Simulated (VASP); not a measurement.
Ni, 2 atoms in the cell. It takes space group Fm-3m (No. 225, cubic). Conventional cell: a = 3.551 Å, b = 3.551 Å, c = 3.551 Å, α = 90.00°, β = 90.00°, γ = 90.00°. Within 3.3 Å of Ni (site symmetry m-3m) lie 12 Ni at 2.51 Å. 

| Property | Result |
| --- | --- |
| Program | VASP 6.6.1 |
| Task | single point |
| Functional | PBE |
| Potentials or basis | VASP PAW PBE potentials, release 64 (Ni) |
| Cutoff | 520 eV |
| k mesh | 14 × 7 × 14 |
| Occupations | fermi-dirac, width 0.1 eV |
| Spin | collinear spin, ferromagnetic start |
| Starting moments | [2.0, 2.0] μB |
| Dipole correction | no |
| Further INCAR settings | ALGO = Normal; EDIFF = 1e-06; NBANDS = 21 |

Potentials or basis: VASP PAW PBE potentials, release 64 (Ni).

The run is started by

```console
$ cat potpaw_PBE.64/Ni/POTCAR > POTCAR
$ mpirun -np 1 vasp_std > vasp.out
```

Hardware: 1 thread of Intel(R) Xeon(R) Platinum 8259CL CPU @ 2.50GHz (Skylake/Cascade Lake), on a shared host.

**Question.** How long does it take, and how much memory?

**Answer.** It took 2.2 min on 1 thread of Intel(R) Xeon(R) Platinum 8259CL CPU @ 2.50GHz (Skylake/Cascade Lake), with other jobs on the host, peak memory 0.22 GiB. Counts: scf iterations 14, k points 144.
